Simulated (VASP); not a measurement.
Li:

```
CELL_PARAMETERS angstrom
0.00000 2.21000 2.21000
2.21000 0.00000 2.21000
2.21000 2.21000 0.00000
ATOMIC_POSITIONS crystal
Li 0.00000 0.00000 0.00000
```

This isn't the form of Li at room conditions, which is bcc.

* Program: VASP 6.6.1
* Task: relaxation of volume and atoms at fixed shape
* Functional: PBEsol
* Potentials or basis: VASP PAW PBE potentials, release 64 (Li_sv)
* Cutoff: 750 eV
* k mesh: 10 × 10 × 10
* Occupations: gaussian, width 0.05 eV
* Spin: no spin polarisation

At the start: pressure -0.9 GPa; volume 21.59 Å³/atom.

Task: How do energy, volume and symmetry change on relaxing?

Result: Over 3 steps the energy falls by 4.4 meV/atom and the volume is 20.20 Å³/atom (-6.4 %); space group Fm-3m (No. 225, to 0.1 Å) before and after.

The path:
```csv
step,energy change (eV),largest force (eV/Å),pressure (GPa),volume (Å³)
1,0.0000,0.0000,-0.91,21.59
2,-0.0019,0.0000,-0.70,21.21
3,-0.0044,0.0000,-0.08,20.20
```

Final structure:
```
CELL_PARAMETERS angstrom
0.00000 2.16175 2.16175
2.16175 0.00000 2.16175
2.16175 2.16175 0.00000
ATOMIC_POSITIONS crystal
Li 0.00000 0.00000 0.00000
```

Caveat: the PAW data sets were made with another functional, which shifts forces and pressure a little.
